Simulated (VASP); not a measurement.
Set up this calculation in VASP 6.6.1, as the native input.

```
Task                   : single point
Functional             : PBEsol
Potentials or basis    : VASP PAW PBE potentials, release 64 (Zn, O, H)
Cutoff                 : 520 eV
k mesh                 : 4 × 4 × 8
Occupations            : gaussian, width 0.05 eV
Spin                   : no spin polarisation
Dipole correction      : no
Further INCAR settings : ALGO = Normal; EDIFF = 1e-07; NBANDS = 46
```

The structure of Zn4HO4 (a cell with a defect) lies in POSCAR:

```
Zn4HO4
1.0
    5.5148137916      0.0000000000      0.0000000000
    0.0000000000      5.5148137916      0.0000000000
    0.0000000000      0.0000000000      3.2430062931
Zn O H
4 4 1
Direct
    0.1820657240      0.1820657240      0.5000000000
    0.8179342760      0.8179342760      0.5000000000
    0.6820657240      0.3179342760      0.0000000000
    0.3179342760      0.6820657240      0.0000000000
    0.8180023132      0.1819976868      0.5000000000
    0.1819976868      0.8180023132      0.5000000000
    0.6819976868      0.6819976868      0.0000000000
    0.3180023132      0.3180023132      0.0000000000
    1.0000405349     -0.5180023132      0.2000000000
```

The input as run:

INCAR

```
PREC     = Accurate       # precision mode
ENCUT    = 520            # plane-wave cutoff, eV
EDIFF    = 1E-7           # SCF threshold, eV
ISMEAR   = 0              # smearing method
SIGMA    = 0.05           # smearing width, eV
LREAL    = F              # projectors in reciprocal space
LASPH    = T              # aspherical terms in the spheres
NELM     = 80             # most SCF steps
ALGO     = Normal         # electronic algorithm
ISIF     = 2              # what is computed and relaxed
LWAVE    = F              # write WAVECAR
LCHARG   = F              # write CHGCAR
GGA      = PS             # functional
NBANDS   = 46             # bands
```

KPOINTS

```
regular mesh
0
Gamma
  4 4 8
```

Potentials or basis: VASP PAW PBE potentials, release 64 (Zn, O, H).

Run with:

```sh
$ cat potpaw_PBE.64/Zn/POTCAR potpaw_PBE.64/O/POTCAR potpaw_PBE.64/H/POTCAR > POTCAR
$ mpirun -np 1 vasp_std > vasp.out
```

It gave:

| Item | Value |
| --- | --- |
| Pressure | 3.4 GPa |
| Largest force | 0.731 eV/Å |

Caveat: the PAW data sets were made with another functional, which shifts forces and pressure a little; an odd number of electrons without spin polarisation forces a metal; a magnetic or distorted state may lie lower.

Wall time 2.2 min on 1 thread of Intel(R) Xeon(R) 6975P-C (Granite Rapids) (shared host), peak memory 0.35 GiB.
